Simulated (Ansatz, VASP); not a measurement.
Fe in VASP and in Ansatz

Contents of INCAR:

```
SYSTEM = Fe
PREC = Accurate ; ENCUT = 520
EDIFF = 1E-8 ; ISMEAR = -1
SIGMA = 0.08 ; LREAL = .FALSE.
LASPH = .TRUE. ; NELM = 60
ALGO = Normal ; ISIF = 2
LWAVE = .FALSE. ; LCHARG = .FALSE.
GGA = PS ; LEFG = .TRUE.
NBANDS = 15
```

Contents of KPOINTS:

```
Automatic mesh
0
G
  17 17 10
  0 0 0
```

POSCAR

```
Fe
1.0
    2.4502783040      0.0000000000      0.0000000000
   -1.2251391520      2.1220032576      0.0000000000
    0.0000000000      0.0000000000      3.8673784861
Fe
2
Direct
    0.3333333333      0.6666666667      0.2500000000
    0.6666666667      0.3333333333      0.7500000000
```

Input for Ansatz:

```yaml
crystal:
  lattice:
    - [2.450278304, 0.0, 0.0]
    - [-1.225139152, 2.1220032576, 0.0]
    - [0.0, 0.0, 3.8673784861]
  atoms:
    - { symbol: Fe, position: [0.3333333333, 0.6666666667, 0.25] }
    - { symbol: Fe, position: [0.6666666667, 0.3333333333, 0.75] }
kpoints:
  mp_grid: { grid: [17, 17, 10] }
scf:
  occupations: { method: fermi_dirac, width: 0.08 }
hamiltonian:
  xc: pbesol
  pseudopotentials: { kind: all_electron, datasets: crystal }
output:
  forces: true
  stress: true
  eigenvalues: true
  efg: { contact_densities: true }
```

Change from the starting cell: volume scaled by 1.02, crystal datasets.

Alike in both runs: task electric field gradients; functional PBEsol; k mesh 17 × 17 × 10; occupations fermi-dirac, width 0.08 eV; no spin polarisation.

|  | VASP | Ansatz |
| --- | --- | --- |
| version | VASP 6.6.1 | Ansatz 0.2.0 |
| potentials or method | VASP PAW PBE potentials, release 64 (Fe), cutoff 520 eV | all-electron PAW with datasets made for the crystal, scalar-relativistic |

|  | VASP | Ansatz | Ansatz less VASP |
| --- | --- | --- | --- |
| pressure (GPa) | -7.6 | -7.3 | +0.30 |
| traceless stress, the component that is largest in VASP (GPa) | 0.32 | 0.40 | +0.084 |
| size of Vzz on the site where it differs most (V/Å²) | 7.9 | 4.5 | -3.37 |

VASP's potentials were made for PBE, not for PBEsol. Ansatz ran all-electron here, and VASP with PAW potentials. Ansatz's warnings: printed levels off.
